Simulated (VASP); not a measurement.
The system is Al3BiO.

```
Al Bi O
1.0
     4.82317    0.00000    0.00000
    -2.41159    4.17699    0.00000
     0.00000    0.00000    5.22462
Al Bi O
3 1 1
Direct
  0.50000 0.00000 0.50000
  0.00000 0.50000 0.50000
  0.50000 0.50000 0.50000
  0.00000 0.00000 0.00000
  0.00000 0.00000 0.50000
```

- Program: VASP 6.6.1
- Task: relaxation of cell and atoms
- Functional: PBE
- Potentials or basis: VASP PAW PBE potentials, release 64 (Al, Bi_d, O)
- Cutoff: 600 eV
- k mesh: 6 × 6 × 4
- Occupations: gaussian, width 0.1 eV
- Spin: no spin polarisation

At the start: pressure 6.1 GPa; volume 21.05 Å³/atom.

Where does the relaxation end?

Over 7 steps the energy falls by 112.7 meV/atom and the volume is 22.44 Å³/atom (+6.6 %); space group P6/mmm (No. 191, to 0.05 Å).

The path:
```tsv
step	energy change (eV)	largest force (eV/Å)	pressure (GPa)	volume (Å³)
1	0.0000	0.0000	6.13	105.26
2	-0.4821	0.0000	-2.24	117.65
3	-0.4828	0.0000	-1.94	116.97
4	-0.5519	0.0000	-0.56	113.38
5	-0.5611	0.0000	0.25	111.78
6	-0.5613	0.0000	0.37	111.55
7	-0.5636	0.0000	0.15	112.19
```

Final structure:
```xyz
5
Lattice="5.1762 0.0000 0.0000 -2.5881 4.4828 0.0000 0.0000 0.0000 4.8348" Properties=species:S:1:pos:R:3 pbc="T T T"
Al    2.5881    0.0000    2.4174
Al   -1.2941    2.2414    2.4174
Al    1.2941    2.2414    2.4174
Bi    0.0000    0.0000    4.8348
O     0.0000    0.0000    2.4174
```
